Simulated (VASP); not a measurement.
A run of VASP 6.6.1 is set up as follows.

The input INCAR:

```
SYSTEM = PbF2
  PREC = Accurate
  ENCUT = 600
  EDIFF = 1E-6
  ISMEAR = -1
  SIGMA = 0.05
  LREAL = .FALSE.
  LASPH = .TRUE.
  NELM = 120
  ALGO = Normal
  ISIF = 2
  LWAVE = .FALSE.
  LCHARG = .FALSE.
  GGA = CA
  NBANDS = 21
  GGA_COMPAT = .FALSE.
```

KPOINTS

```
Automatic mesh
0
G
  7 7 7
  0 0 0
```

File POSCAR:

```
PbF2
1.0
    0.0000000000      2.9236056305      2.9236056305
    2.9236056305      0.0000000000      2.9236056305
    2.9236056305      2.9236056305      0.0000000000
Pb F
1 2
Direct
    0.0000000000      0.0000000000      0.0000000000
    0.7500000000      0.7500000000      0.7500000000
    0.2500000000      0.2500000000      0.2500000000
```

Potentials or basis: VASP PAW LDA potentials, release 64 (Pb_d, F).

Command:

```console
$ cat potpaw_LDA.64/Pb_d/POTCAR potpaw_LDA.64/F/POTCAR > POTCAR
$ mpirun -np 1 vasp_std > vasp.out
```

(1) Predict the band gap on the k mesh.

(2) Estimate the pressure.

Answers

(1) 4.24 eV, indirect (least direct gap 4.48 eV).

(2) -1.6 GPa.

Caveat: spin-orbit coupling is left out, which moves the levels of the heavy elements.
